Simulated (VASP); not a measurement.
Input of a VASP 6.6.1 run:

File INCAR:

```
SYSTEM = SiO2
PREC     = Accurate       ! precision mode
ENCUT    = 520            ! plane-wave cutoff, eV
EDIFF    = 1E-7           ! SCF threshold, eV
ISMEAR   = 0              ! smearing method
SIGMA    = 0.05           ! smearing width, eV
LREAL    = .False.        ! projectors in reciprocal space
LASPH    = .True.         ! aspherical terms in the spheres
NELM     = 60             ! most SCF steps
ALGO     = Normal         ! electronic algorithm
ISIF     = 2              ! what is computed and relaxed
LWAVE    = .False.        ! write WAVECAR
LCHARG   = .False.        ! write CHGCAR
GGA      = CA             ! functional
NBANDS   = 25             ! bands
```

Contents of KPOINTS:

```
Automatic mesh
0
Gamma
  6 6 8
  0 0 0
```

File POSCAR:

```
SiO2
1.0
    4.2050000000      0.0000000000      0.0000000000
    0.0000000000      4.2050000000      0.0000000000
    0.0000000000      0.0000000000      2.3420000000
Si O
2 4
Direct
    0.5000000000      0.5000000000      0.5000000000
    0.0000000000      0.0000000000      0.0000000000
    0.6944252994      0.6944252994      0.0000000000
    0.1944252994      0.8055747006      0.5000000000
    0.3055747006      0.3055747006      0.0000000000
    0.8055747006      0.1944252994      0.5000000000
```

Potentials or basis: VASP PAW LDA potentials, release 64 (Si, O).

Run with:

```bash
$ cat potpaw_LDA.64/Si/POTCAR potpaw_LDA.64/O/POTCAR > POTCAR
$ mpirun -np 1 vasp_std > vasp.out
```

(1) What does it give for the band gap on the k mesh?

(2) Predict the largest force.

Answers

(1) 7.68 eV, direct.

(2) 0.635 eV/Å.
